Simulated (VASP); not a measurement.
Write the native input for VASP 6.6.1 that does the following.

- Task: single point
- Functional: PBEsol
- Dispersion: D3(BJ)
- Potentials or basis: VASP PAW PBE potentials, release 64 (Na_pv, I)
- Cutoff: 500 eV
- k mesh: 3 × 3 × 2, shifted
- Occupations: gaussian, width 0.01 eV
- Spin: no spin polarisation
- Dipole correction: no
- Further INCAR settings: ALGO = Normal; EDIFF = 1e-06; NBANDS = 22

The structure of NaI lies in POSCAR:

```
NaI
1.0
    4.6222100000      0.0000000000      0.0000000000
    0.0000000000      4.2697000000      0.0000000000
    0.0000000000      0.0000000000      7.7983800000
Na I
2 2
Direct
    0.2500000000      0.5000000000      0.2750300000
    0.7500000000      0.5000000000      0.7249700000
    0.2500000000      0.0000000000      0.7424300000
    0.7500000000      0.0000000000      0.2575700000
```

These files were run (other wordings do the same):

INCAR

```
PREC = Accurate ; ENCUT = 500
EDIFF = 1E-6 ; ISMEAR = 0
SIGMA = 0.01 ; LREAL = F
LASPH = T ; NELM = 120
ALGO = Normal ; ISIF = 2
LWAVE = F ; LCHARG = F
GGA = PS ; IVDW = 12
NBANDS = 22 ; GGA_COMPAT = F
```

KPOINTS

```
Automatic mesh
0
Gamma
  3 3 2
  0.5 0.5 0.5
```

Potentials or basis: VASP PAW PBE potentials, release 64 (Na_pv, I).

Launch:

```console
$ cat potpaw_PBE.64/Na_pv/POTCAR potpaw_PBE.64/I/POTCAR > POTCAR
$ mpirun -np 1 vasp_std > vasp.out
```

Results of the run:

```
Pressure                   : -1.6 GPa
Largest force              : 0.028 eV/Å
Band gap on the k mesh     : 4.05 eV (least direct gap 4.32 eV)
Dispersion energy per atom : -0.214 eV
```

Caveat: three body term missing; the PAW data sets were made with another functional, which shifts forces and pressure a little; spin-orbit coupling is left out, which moves the levels of the heavy elements; a shifted mesh leaves out Γ, where band edges can lie.

It took 8.7 s on 1 thread of Intel(R) Xeon(R) 6975P-C (Granite Rapids), on a shared host, peak memory 0.23 GiB.
